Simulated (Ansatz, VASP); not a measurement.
# One calculation of CdSe, two programs

```
Cd Se
1.0
    -0.03070    3.05492    3.05492
     3.05492   -0.03070    3.05492
     3.05492    3.05492   -0.03070
Cd Se
1 1
Direct
  0.00000 0.00000 0.00000
  0.25000 0.25000 0.25000
```

Change from the starting cell: equal xy, yz and zx shear strains of -1 %, crystal datasets.

Alike in both runs: task electric field gradients; functional PBE; k mesh 8 × 8 × 8; occupations fermi-dirac, width 0.03 eV; no spin polarisation.

|  | VASP | Ansatz |
| --- | --- | --- |
| version | VASP 6.6.1 | Ansatz 0.2.0 |
| potentials or method | VASP PAW PBE potentials, release 64 (Cd, Se), cutoff 520 eV | all-electron PAW with datasets made for the crystal, scalar-relativistic |

Ansatz gave:

| Quantity | Value |
| --- | --- |
| pressure (GPa) | 1.3 |
| traceless stress, the component that is largest in VASP (GPa) | 0.43 |
| rms of the force components (eV/Å) | 0.062 |
| size of Vzz on the site where it differs most (V/Å²) | 9.7 |

**Question.** What did VASP give for the same quantities?

**Answer.** Pressure (GPa): 1.6; traceless stress, the component that is largest in VASP (GPa): 0.45; rms of the force components (eV/Å): 0.064; size of Vzz on the site where it differs most (V/Å²): 10.7.

Atom by atom the forces differ by 0.002 eV/Å (rms over components). Ansatz ran all-electron here, and VASP with PAW potentials.
